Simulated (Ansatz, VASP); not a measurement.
**Two plane-wave programs on V**

INCAR

```
SYSTEM = V
ALGO = Normal
EDIFF = 1E-6
ENCUT = 500
GGA = PS
GGA_COMPAT = .FALSE.
ISIF = 2
ISMEAR = -1
LASPH = .TRUE.
LCHARG = .FALSE.
LREAL = .FALSE.
LWAVE = .FALSE.
NBANDS = 12
NELM = 120
PREC = Accurate
SIGMA = 0.05
```

KPOINTS

```
k-points
0
G
  20 20 20
  0 0 0
```

File POSCAR:

```
V
1.0
   -1.3601839090      1.3601839090      1.3601839090
    1.3601839090     -1.3601839090      1.3601839090
    1.3601839090      1.3601839090     -1.3601839090
V
1
Direct
    0.0000000000      0.0000000000      0.0000000000
```

Input for Ansatz:

```yaml
crystal:
  lattice:
    - [-1.360183909, 1.360183909, 1.360183909]
    - [1.360183909, -1.360183909, 1.360183909]
    - [1.360183909, 1.360183909, -1.360183909]
  atoms:
    - { symbol: V, position: [0.0, 0.0, 0.0] }
kpoints:
  mp_grid: { grid: [20, 20, 20] }
scf:
  occupations: { method: fermi_dirac, width: 0.05 }
hamiltonian:
  xc: pbesol
  pseudopotentials: { kind: paw }
output:
  forces: true
  stress: true
  eigenvalues: true
```

Change from the starting cell: volume scaled by 0.777, to set the pressure.

Alike in both runs: task single point; functional PBEsol; k mesh 20 × 20 × 20; occupations fermi-dirac, width 0.05 eV; no spin polarisation.

|  | VASP | Ansatz |
| --- | --- | --- |
| version | VASP 6.6.1 | Ansatz 0.2.0 |
| potentials or method | VASP PAW PBE potentials, release 64 (V_sv) | PAW with Ansatz's default frozen-core files, scalar-relativistic |
| plane-wave cutoff (eV) | 500 | 420 |
| valence electrons in the cell | 13 | 13 |

```csv
,VASP,Ansatz,Ansatz less VASP
pressure (GPa),79.3,78.2,-1.04
```

VASP's potentials were made for PBE, not for PBEsol. Both programs put the cell under a high pressure, so it lies far from rest at this level.

Noted on VASP's run: the cell as given lies far from equilibrium.
